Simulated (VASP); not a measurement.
## BaHf3H2: single point with PBE

BaHf3H2:

```
CELL_PARAMETERS angstrom
-2.46004 2.46004 4.44299
2.46004 -2.46004 4.44299
2.46004 2.46004 -4.44299
ATOMIC_POSITIONS crystal
Ba 0.00000 0.00000 0.00000
Hf 0.75000 0.25000 0.50000
Hf 0.25000 0.75000 0.50000
Hf 0.50000 0.50000 0.00000
H 0.50000 0.00000 0.50000
H 0.00000 0.50000 0.50000
```

The cell was generated, and may not be a known phase.

* Program: VASP 6.6.1
* Task: single point
* Functional: PBE
* Potentials or basis: VASP PAW PBE potentials, release 64 (Ba_sv, Hf_pv, H)
* Cutoff: 520 eV
* k mesh: 12 × 12 × 12
* Occupations: gaussian, width 0.1 eV
* Spin: no spin polarisation

- Pressure: 0.5 GPa
- Band gap on the k mesh: zero (bands 21 and 22 overlap by 1.27 eV)

Stress tensor (GPa, compression positive):
```
0.60 0.00 0.00
0.00 0.60 0.00
0.00 0.00 0.43
```

Levels at points of the mesh, in eV from the Fermi level:
```csv
k point,band 18,band 19,band 20,band 21,band 22,band 23,band 24,band 25
"(0.00, 0.00, 0.00)",-0.84,-0.56,-0.56,0.11,0.11,0.93,1.06,1.06
"(0.50, 0.00, 0.00)",-1.08,-0.83,-0.81,-0.41,-0.25,0.21,0.33,0.40
"(0.50, 0.50, 0.00)",-1.41,-1.28,-0.31,-0.06,-0.05,0.10,0.82,0.85
"(0.50, 0.50, 0.50)",-1.70,-1.70,-0.67,-0.38,0.81,1.24,1.24,2.51
```

It took 31 min on 1 thread of Oxide Virtual Turin-like Processor, on a shared host, peak memory 0.58 GiB.

Caveat: spin-orbit coupling is left out, which moves the levels of the heavy elements.
